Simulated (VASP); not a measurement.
Input of a VASP 6.6.1 run:

The input INCAR:

```
SYSTEM = Ge
  PREC = Accurate
  ENCUT = 520
  EDIFF = 1E-6
  ISMEAR = -1
  SIGMA = 0.1
  LREAL = .FALSE.
  LASPH = .TRUE.
  NELM = 100
  ALGO = Normal
  ISIF = 2
  LWAVE = .FALSE.
  LCHARG = .TRUE.
  GGA = RP
  LELF = .TRUE.
  LVHAR = .TRUE.
  NBANDS = 28
```

The input KPOINTS:

```
regular mesh
0
G
  8 8 13
  0 0 0
```

Contents of POSCAR:

```
Ge
1.0
    4.8113168154      0.0000000000      0.0000000000
   -2.4056584077      4.1667225878      0.0000000000
    0.0000000000      0.0000000000      2.7350824366
Ge
3
Direct
    0.0000000000      0.0000000000      1.0000000000
    0.3333333333      0.6666666667      0.5000000000
    0.6666666667      0.3333333333      0.5000000000
```

Potentials or basis: VASP PAW PBE potentials, release 64 (Ge_d).

Launch:

```sh
$ cat potpaw_PBE.64/Ge_d/POTCAR > POTCAR
$ mpirun -np 1 vasp_std > vasp.out
```

(1) Predict the pressure.

(2) What does it give for the band gap on the k mesh?

Answers

(1) 6.0 GPa.

(2) zero (bands 21 and 22 overlap by 5.02 eV).

Caveat: the cell stands under pressure; the PAW data sets were made with another functional, which shifts forces and pressure a little.
